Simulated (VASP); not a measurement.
# Tl (P6_3/mmc) in VASP: single point with LDA

Aim: the single point of Tl with LDA.

Everything below comes from runs of VASP 6.6.1. Logs are shortened: lines on timing, memory, paths and dates and some standing lists are left out, and cuts for length are marked.

### 1 The cell of the first run

Symmetry: P6_3/mmc, No. 194, hexagonal system. The conventional cell has a = 3.509 Å, b = 3.509 Å, c = 11.266 Å, α = 90.00°, β = 90.00°, γ = 120.00°. Within 4.6 Å of Tl (site symmetry -6m2) lie 12 Tl at 3.47 to 3.51 Å. Within 4.6 Å of Tl (site symmetry -3m) lie 12 Tl at 3.47 to 3.51 Å.

### 2 Single point, LDA

INCAR reads:

```
  ALGO = Normal
  EDIFF = 1E-7
  ENCUT = 520
  ISIF = 2
  ISMEAR = -1
  LASPH = True
  LCHARG = False
  LREAL = False
  LWAVE = False
  NBANDS = 34
  NELM = 60
  PREC = Accurate
  SIGMA = 0.05
```

KPOINTS reads:

```
k-points
0
Gamma
  9 9 3
```

POSCAR reads:

```
Tl
1.0
    3.5086375776      0.0000000000      0.0000000000
   -1.7543187888      3.0385692748      0.0000000000
    0.0000000000      0.0000000000     11.2656046300
Tl
4
Direct
    0.6666666667      0.3333333333      0.7500000000
    0.0000000000      0.0000000000      0.5000000000
    0.3333333333      0.6666666667      0.2500000000
    0.0000000000      0.0000000000      0.0000000000
```

Potentials or basis: VASP PAW LDA potentials, release 64 (Tl_d).

The run is started by

```console
$ cat potpaw_LDA.64/Tl_d/POTCAR > POTCAR
$ mpirun -np 1 vasp_std > vasp.out
```

OUTCAR:

```text
EDIFF = 1E-7
   ENCUT = 520
   ISIF = 2
   ISMEAR = -1
   LASPH = True
   LREAL = False
   NELM = 60
   PREC = Accurate

 ion  position               nearest neighbor table
   1  0.667  0.333  0.750-   2 3.47   4 3.47   2 3.47   4 3.47   2 3.47   4 3.47
   2  0.000  0.000  0.500-   1 3.47   3 3.47   3 3.47   1 3.47   1 3.47   3 3.47
   3  0.333  0.667  0.250-   2 3.47   4 3.47   2 3.47   4 3.47   2 3.47   4 3.47
   4  0.000  0.000  0.000-   1 3.47   3 3.47   3 3.47   1 3.47   1 3.47   3 3.47

  LATTYP: Found a hexagonal cell.
 ALAT       =     3.5086375776
 C/A-ratio  =     3.2108202631

  Lattice vectors:

 A1 = (   3.5086375776,   0.0000000000,   0.0000000000)
 A2 = (  -1.7543187888,   3.0385692748,   0.0000000000)
 A3 = (   0.0000000000,   0.0000000000,  11.2656046300)

Analysis of symmetry for initial positions (statically):
=====================================================================
 Subroutine PRICEL returns:
 Original cell was already a primitive cell.

 Routine SETGRP: Setting up the symmetry group for a
 hexagonal supercell.

 Subroutine GETGRP returns: Found 24 space group operations
 (whereof 12 operations were pure point group operations)
 out of a pool of 24 trial point group operations.

The static configuration has the point symmetry D_3d.
 The point group associated with its full space group is D_6h.

Analysis of symmetry for dynamics (positions and initial velocities):
=====================================================================
 Subroutine PRICEL returns:
 Original cell was already a primitive cell.

 Routine SETGRP: Setting up the symmetry group for a
 hexagonal supercell.

 Subroutine GETGRP returns: Found 24 space group operations
 (whereof 12 operations were pure point group operations)
 out of a pool of 24 trial point group operations.

The dynamic configuration has the point symmetry D_3d.
 The point group associated with its full space group is D_6h.

 Subroutine INISYM returns: Found 24 space group operations
 (whereof 12 operations are pure point group operations),
 and found     1 'primitive' translations

----------------------------------------------------------------------------------------

                                     Primitive cell

  volume of cell :     120.1053

  direct lattice vectors                    reciprocal lattice vectors
     3.508637578  0.000000000  0.000000000     0.285010913  0.164551127  0.000000000
    -1.754318789  3.038569275  0.000000000     0.000000000  0.329102255  0.000000000
     0.000000000  0.000000000 11.265604630     0.000000000  0.000000000  0.088765764

  length of vectors
     3.508637578  3.508637578 11.265604630     0.329102255  0.329102255  0.088765764

  position of ions in fractional coordinates (direct lattice)
     0.666666667  0.333333333  0.750000000
     0.000000000  0.000000000  0.500000000
     0.333333333  0.666666667  0.250000000
     0.000000000  0.000000000  0.000000000

  ion indices of the primitive-cell ions
   primitive index   ion index
                 1           1
                 2           2
                 3           3
                 4           4

----------------------------------------------------------------------------------------

 KPOINTS: k-points

Automatic generation of k-mesh.
 Grid dimensions read from file:
 generate k-points for:    9    9    3

 Generating k-lattice:

  Cartesian coordinates                     Fractional coordinates (reciprocal lattice)
     0.031667879  0.018283459  0.000000000     0.111111111  0.000000000  0.000000000
     0.000000000  0.036566917  0.000000000     0.000000000  0.111111111  0.000000000
     0.000000000  0.000000000  0.029588588     0.000000000  0.000000000  0.333333333

  Length of vectors
     0.036566917  0.036566917  0.029588588

  Shift w.r.t. Gamma in fractional coordinates (k-lattice)
     0.000000000  0.000000000  0.000000000

 Subroutine IBZKPT returns following result:
 ===========================================

 Found     24 irreducible k-points:

 Following reciprocal coordinates:
            Coordinates               Weight
  0.000000  0.000000  0.000000      1.000000
  0.111111 -0.000000  0.000000      6.000000
  0.222222  0.000000  0.000000      6.000000
  0.333333  0.000000  0.000000      6.000000
  0.444444  0.000000  0.000000      6.000000
  0.111111  0.111111  0.000000      6.000000
[... 16 lines left out ...]
  0.333333  0.222222  0.333333     24.000000
  0.333333  0.333333  0.333333      4.000000
   k-points           NKPTS =     24   k-points in BZ     NKDIM =     24   number of bands    NBANDS=     34
   number of dos      NEDOS =    301   number of ions     NIONS =      4
   total plane-waves  NPLWV =  65856
   dimension x,y,z NGX =    28 NGY =   28 NGZ =   84
   dimension x,y,z NGXF=    56 NGYF=   56 NGZF=  168
   ions per type =               4
   NGX,Y,Z   is equivalent  to a cutoff of  13.27, 13.27, 12.40 a.u.
   NGXF,Y,Z  is equivalent  to a cutoff of  26.53, 26.53, 24.79 a.u.
 SYSTEM =  unknown system
   PREC   = accura    normal or accurate (medium, high low for compatibility)
   ISTART =      0    job   : 0-new  1-cont  2-samecut
   ICHARG =      2    charge: 1-file 2-atom 10-const
   ISPIN  =      1    spin polarized calculation?
   LNONCOLLINEAR =      F non collinear calculations
   LSORBIT =      F    spin-orbit coupling
   LASPH  =      T    aspherical Exc in radial PAW
   ENCUT  =  520.0 eV  38.22 Ry    6.18 a.u.   6.52  6.52 20.95*2*pi/ulx,y,z
   NELM   =     60;   NELMIN=  2; NELMDL= -5     # of ELM steps
   EDIFF  = 0.1E-06   stopping-criterion for ELM
   LREAL  =      F    real-space projection
   EDIFFG = 0.1E-05   stopping-criterion for IOM
   NSW    =      0    number of steps for IOM
   IBRION =     -1    ionic relax: 0-MD 1-quasi-New 2-CG
   NFREE  =      0    steps in history (QN), initial steepest desc. (CG)
   ISIF   =      2    stress and relaxation
   ISYM   =      2    0-nonsym 1-usesym 2-fastsym
   POTIM  = 0.5000    time-step for ionic-motion
   TEBEG  =    0.0;   TEEND  =   0.0 temperature during run
   PSTRESS=    0.0 pullay stress
   NELECT =      52.0000    total number of electrons
   NUPDOWN=      -1.0000    fix difference up-down
   EMIN   =  10.00;   EMAX   =-10.00  energy-range for DOS
   EFERMI =   0.00;   METHOD = LEGACY
   ISMEAR =    -1;   SIGMA  =   0.05  broadening in eV -4-tet -1-fermi 0-gaus
   EFERMI_NEDOS =   21; number of points for ismear=-14 and -15
   IALGO  =     38    algorithm
   IMIX   =      4    mixing-type and parameters
     AMIX     =   0.40;   BMIX     =  1.00
     AMIX_MAG =   1.60;   BMIX_MAG =  1.00
  volume/ion in A,a.u.               =      30.03       202.63
  Fermi-wavevector in a.u.,A,eV,Ry     =   1.238479  2.340385 20.869019  1.533830
  Thomas-Fermi vector in A             =   2.373002
   LORBIT       =      0    0 simple, 1 ext, 2 COOP (PROOUT), +10 PAW based schemes
   GGA     = CA    functional components
   LHFCALC =     F    Hartree Fock is set to
   AEXX    =    0.0000 exact exchange contribution
   IVDW    =     0    specifies the selected vdW correction
   LEPSILON=     F    determine dielectric tensor
   LRPA    =     F    only Hartree local field effects (RPA)
 non-spin polarized calculation
  energy-cutoff  :      520.00
  volume of cell :      120.11
 maximum number of plane-waves:      3281
 NGX is ok and might be reduce to    28
   NGX = 13   NGY = 13   NGZ = 41

 number of electron      52.0000014 magnetization

 Free energy of the ion-electron system (eV)
  ---------------------------------------------------
  ext. energy  EPLUGINS =         0.00000000
  ---------------------------------------------------
  free energy    TOTEN  =       -11.57270424 eV

  energy without entropy =      -11.54878164  energy(sigma->0) =      -11.56074294

 E-fermi :   5.7246     XC(G=0): -10.2654

 val. band max:        5.6712502886   @ k =   0.3333   0.1111   0.0000
 cond. band min:       5.7315841006   @ k =   0.3333   0.2222   0.3333
 fundamental gap:      0.0603338120
 Fermi energy:         5.7246366631

 k-point     1 :       0.0000    0.0000    0.0000
  band No.  band energies     occupation
      1      -5.8778      2.00000
      2      -5.7745      2.00000
      3      -5.7513      2.00000
      4      -5.7252      2.00000
      5      -5.7252      2.00000
      6      -5.6985      2.00000
[... 26 lines left out ...]
     33      14.3595      0.00000
     34      15.4189      0.00000

 k-point     2 :       0.1111   -0.0000    0.0000
  band No.  band energies     occupation
      1      -5.8436      2.00000
      2      -5.7626      2.00000
      3      -5.7617      2.00000
      4      -5.7244      2.00000
      5      -5.7085      2.00000
      6      -5.6913      2.00000
[... 26 lines left out ...]
     33      13.7794      0.00000
     34      14.0320      0.00000

 k-point     3 :       0.2222    0.0000    0.0000
  band No.  band energies     occupation
      1      -5.8682      2.00000
      2      -5.8026      2.00000
      3      -5.7985      2.00000
      4      -5.7283      2.00000
      5      -5.7171      2.00000
      6      -5.6536      2.00000
[... 26 lines left out ...]
     33      12.6595      0.00000
     34      12.6867      0.00000
[... 704 lines left out ...]
 k-point    23 :       0.3333    0.2222    0.3333
  band No.  band energies     occupation
      1      -5.8747      2.00000
      2      -5.8657      2.00000
      3      -5.7865      2.00000
      4      -5.7698      2.00000
      5      -5.7309      2.00000
      6      -5.7261      2.00000
[... 26 lines left out ...]
     33       9.1876      0.00000
     34      10.4579      0.00000

 k-point    24 :       0.3333    0.3333    0.3333
  band No.  band energies     occupation
      1      -5.8656      2.00000
      2      -5.8656      2.00000
      3      -5.7878      2.00000
      4      -5.7260      2.00000
      5      -5.6841      2.00000
      6      -5.6841      2.00000
[... 26 lines left out ...]
     33      10.0710      0.00000
     34      10.8395      0.00000

------------------------ aborting loop because EDIFF is reached ----------------------------------------

  FORCE on cell =-STRESS in cart. coord.  units (eV):
  Direction    XX          YY          ZZ          XY          YZ          ZX
  --------------------------------------------------------------------------------------
  -------------------------------------------------------------------------------------
  Total       -2.4495103     -2.4495103     -2.5768278      0.0000000      0.0000000      0.0000000
  in kB      -32.6759102    -32.6759102    -34.3742972      0.0000000      0.0000000      0.0000000
  external PRESSURE =     -33.2420392 kB  Pullay stress =       0.0000000 kB

 VOLUME and BASIS-vectors are now :
 -----------------------------------------------------------------------------
  energy-cutoff  :      520.00
  volume of cell :      120.11
      direct lattice vectors                 reciprocal lattice vectors
     3.508637578  0.000000000  0.000000000     0.285010913  0.164551127  0.000000000
    -1.754318789  3.038569275  0.000000000     0.000000000  0.329102255  0.000000000
     0.000000000  0.000000000 11.265604630     0.000000000  0.000000000  0.088765764

 POSITION                                       TOTAL-FORCE (eV/Angst)
 -----------------------------------------------------------------------------------
      1.75432      1.01286      8.44920         0.000000      0.000000     -0.000000
      0.00000      0.00000      5.63280         0.000000      0.000000      0.000000
     -0.00000      2.02571      2.81640        -0.000000     -0.000000      0.000000
      0.00000      0.00000      0.00000         0.000000      0.000000      0.000000
 -----------------------------------------------------------------------------------
    total drift:                                0.000000     -0.000000      0.000000

  FREE ENERGIE OF THE ION-ELECTRON SYSTEM (eV)
  ---------------------------------------------------
  free  energy   TOTEN  =       -11.5727042366 eV

  energy  without entropy=      -11.5487816403  energy(sigma->0) =      -11.56074294
```

Wall time 2.2 min (1 thread of Intel Xeon 8259CL, shared host); peak memory 0.23 GiB.

What came out:

| Quantity | Value |
| --- | --- |
| Free energy | -11.5727 eV |
| Pressure | -3.3 GPa |
| Band gap on the k mesh | zero (bands 26 and 27 overlap by 4.12 eV) |

Stress tensor (GPa, compression positive):
```
-3.27  0.00  0.00
 0.00 -3.27  0.00
 0.00  0.00 -3.44
```

Caveat: the cell stands under tension; spin-orbit coupling is left out, which moves the levels of the heavy elements.
